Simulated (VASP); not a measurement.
Set up this calculation in VASP 6.6.1, as the native input.

```yaml
Task: single point
Functional: LDA
Potentials_or_basis: VASP PAW LDA potentials, release 64 (Sc_sv)
Cutoff: 520 eV
k_mesh: 17 × 17 × 17
Occupations: fermi-dirac, width 0.05 eV
Spin: no spin polarisation
Dipole_correction: no
Further_INCAR_settings: ALGO = Normal; EDIFF = 1e-06; NBANDS = 12
```

The structure of Sc lies in POSCAR:

```
Sc
1.0
   -1.4340651093      1.4340651093      1.4340651093
    1.4340651093     -1.4340651093      1.4340651093
    1.4340651093      1.4340651093     -1.4340651093
Sc
1
Direct
    0.0000000000      0.0000000000      0.0000000000
```

This cell differs from its parent crystal: volume scaled by 0.52.

One way to write it, as run:

INCAR

```
PREC = Accurate
ENCUT = 520
EDIFF = 1E-6
ISMEAR = -1
SIGMA = 0.05
LREAL = False
LASPH = True
NELM = 60
ALGO = Normal
ISIF = 2
LWAVE = False
LCHARG = False
NBANDS = 12
```

KPOINTS

```
Automatic mesh
0
Gamma
  17 17 17
```

Potentials or basis: VASP PAW LDA potentials, release 64 (Sc_sv).

Run with:

```console
$ cat potpaw_LDA.64/Sc_sv/POTCAR > POTCAR
$ mpirun -np 1 vasp_std > vasp.out
```

It gave:

```json
{
  "Pressure": "95.5 GPa"
}
```

It took 8.5 s on 1 thread of Intel(R) Xeon(R) 6975P-C (Granite Rapids), on a shared host, peak memory 0.13 GiB.
